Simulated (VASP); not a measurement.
Write the native input for VASP 6.6.1 that does the following.

```yaml
Task: equation of state
Functional: SCAN
Potentials_or_basis: VASP PAW PBE potentials, release 64 (Pb_d, Te)
Cutoff: 310 eV
k_mesh: 6 × 6 × 6
Occupations: gaussian, width 0.03 eV
Spin: no spin polarisation
Tolerance_level: screening
Purpose: equation of state
Eos_scales: "[0.92, 0.96, 1.0, 1.04, 1.08]"
Further_INCAR_settings: ALGO = Normal; EDIFF = 1e-06; NSW = 0
```

The structure of TePb lies in POSCAR.step2:

```
TePb
1.0
    0.0000000000      3.1873324849      3.1873324849
    3.1873324849      0.0000000000      3.1873324849
    3.1873324849      3.1873324849      0.0000000000
Pb Te
1 1
Direct
    0.0000000000      0.0000000000      0.0000000000
    0.5000000000      0.5000000000      0.5000000000
```

The structure of TePb lies in POSCAR.step3:

```
TePb
1.0
    0.0000000000      3.2310000000      3.2310000000
    3.2310000000      0.0000000000      3.2310000000
    3.2310000000      3.2310000000      0.0000000000
Pb Te
1 1
Direct
    0.0000000000      0.0000000000      0.0000000000
    0.5000000000      0.5000000000      0.5000000000
```

The structure of TePb lies in POSCAR.step4:

```
TePb
1.0
    0.0000000000      3.2735180337      3.2735180337
    3.2735180337      0.0000000000      3.2735180337
    3.2735180337      3.2735180337      0.0000000000
Pb Te
1 1
Direct
    0.0000000000      0.0000000000      0.0000000000
    0.5000000000      0.5000000000      0.5000000000
```

The structure of TePb lies in POSCAR.step5:

```
TePb
1.0
    0.0000000000      3.3149593702      3.3149593702
    3.3149593702      0.0000000000      3.3149593702
    3.3149593702      3.3149593702      0.0000000000
Pb Te
1 1
Direct
    0.0000000000      0.0000000000      0.0000000000
    0.5000000000      0.5000000000      0.5000000000
```

These files were run (other wordings do the same):

POSCAR.step1

```
TePb
1.0
    0.0000000000      3.1424344975      3.1424344975
    3.1424344975      0.0000000000      3.1424344975
    3.1424344975      3.1424344975      0.0000000000
Pb Te
1 1
Direct
    0.0000000000      0.0000000000      0.0000000000
    0.5000000000      0.5000000000      0.5000000000
```

INCAR

```
SYSTEM = TePb
ALGO     = Normal         ! electronic algorithm
EDIFF    = 1E-6           ! SCF threshold, eV
EFERMI   = MIDGAP       
ENCUT    = 310            ! plane-wave cutoff, eV
GGA_COMPAT= .FALSE.      
ISIF     = 2              ! what is computed and relaxed
ISMEAR   = 0              ! smearing method
KPAR     = 2            
LASPH    = .TRUE.         ! aspherical terms in the spheres
LCHARG   = .FALSE.        ! write CHGCAR
LMIXTAU  = .TRUE.       
LREAL    = .FALSE.        ! projectors in reciprocal space
LWAVE    = .FALSE.        ! write WAVECAR
METAGGA  = SCAN           ! meta-GGA
NELM     = 120            ! most SCF steps
NSW      = 0              ! ionic steps
PREC     = Accurate       ! precision mode
SIGMA    = 0.03           ! smearing width, eV
```

KPOINTS

```
Automatic mesh
0
Gamma
  6 6 6
  0 0 0
```

Potentials or basis: VASP PAW PBE potentials, release 64 (Pb_d, Te).

The run is started by

```console
$ cat potpaw_PBE.64/Pb_d/POTCAR potpaw_PBE.64/Te/POTCAR > POTCAR
$ cp POSCAR.step1 POSCAR
$ mpirun -np 2 vasp_std > vasp.out
$ cp POSCAR.step2 POSCAR
$ mpirun -np 2 vasp_std > vasp.out
$ cp POSCAR.step3 POSCAR
$ mpirun -np 2 vasp_std > vasp.out
$ cp POSCAR.step4 POSCAR
$ mpirun -np 2 vasp_std > vasp.out
$ cp POSCAR.step5 POSCAR
$ mpirun -np 2 vasp_std > vasp.out
```

It gave:

The equilibrium volume is 34.30 Å³/atom and the bulk modulus is 42 GPa. The pressure derivative of the bulk modulus is 3.7 (rough: it moves with the points fitted).

Caveat: the PAW data sets were made with another functional, which shifts forces and pressure a little; spin-orbit coupling is left out, which moves the levels of the heavy elements.

Run time: 2.1 min on 2 MPI ranks on Intel(R) Xeon(R) 6975P-C (Granite Rapids) (shared host), peak memory 0.15 GiB a rank.
